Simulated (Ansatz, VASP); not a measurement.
## PbO2: VASP beside Ansatz

Contents of INCAR:

```
SYSTEM = PbO2
PREC = Accurate ; ENCUT = 520
EDIFF = 1E-7 ; ISMEAR = -1
SIGMA = 0.05 ; LREAL = .FALSE.
LASPH = .TRUE. ; NELM = 80
ALGO = Normal ; ISIF = 2
LWAVE = .FALSE. ; LCHARG = .TRUE.
GGA = CA ; LELF = .TRUE.
LVHAR = .TRUE. ; NBANDS = 20
```

Contents of KPOINTS:

```
regular mesh
0
G
  9 9 9
  0 0 0
```

Contents of POSCAR:

```
PbO2
1.0
    0.0000000000      2.7198865082      2.7198865082
    2.7198865082      0.0000000000      2.7198865082
    2.7198865082      2.7198865082      0.0000000000
Pb O
1 2
Direct
    0.0000000000      0.0000000000      0.0000000000
    0.7500000000      0.7500000000      0.7500000000
    0.2500000000      0.2500000000      0.2500000000
```

input.yaml

```yaml
crystal:
  lattice:
    - [0.0, 2.7198865082, 2.7198865082]
    - [2.7198865082, 0.0, 2.7198865082]
    - [2.7198865082, 2.7198865082, 0.0]
  atoms:
    - { symbol: Pb, position: [0.0, 0.0, 0.0] }
    - { symbol: O, position: [0.75, 0.75, 0.75] }
    - { symbol: O, position: [0.25, 0.25, 0.25] }
hamiltonian:
  xc: lda
  pseudopotentials: { kind: paw }
kpoints:
  mp_grid: { grid: [9, 9, 9] }
scf:
  occupations: { method: fermi_dirac, width: 0.05 }
output:
  forces: true
  stress: true
  eigenvalues: true
  write_density: true
  write_potential: true
  elf: true
  volumetric_format: npy
```

Alike in both runs: task single point; functional LDA; k mesh 9 × 9 × 9; occupations fermi-dirac, width 0.05 eV; no spin polarisation.

```csv
,VASP,Ansatz
version,VASP 6.6.1,Ansatz 0.2.0
potentials or method,"VASP PAW LDA potentials, release 64 (Pb_d, O)",Ansatz PAW
plane-wave cutoff (eV),520,420
valence electrons in the cell,26,26
```

|  | VASP | Ansatz | Ansatz less VASP |
| --- | --- | --- | --- |
| gap on the k mesh at the Fermi level (eV) | none | none | - |
| pressure (GPa) | -12.0 | -12.3 | -0.21 |

LDA's correlation is that of Perdew and Zunger in VASP and of Perdew and Wang (1992) in Ansatz. A gap of «none» marks a metal or a gap that the smearing closes.

Neither program's run includes spin-orbit coupling.
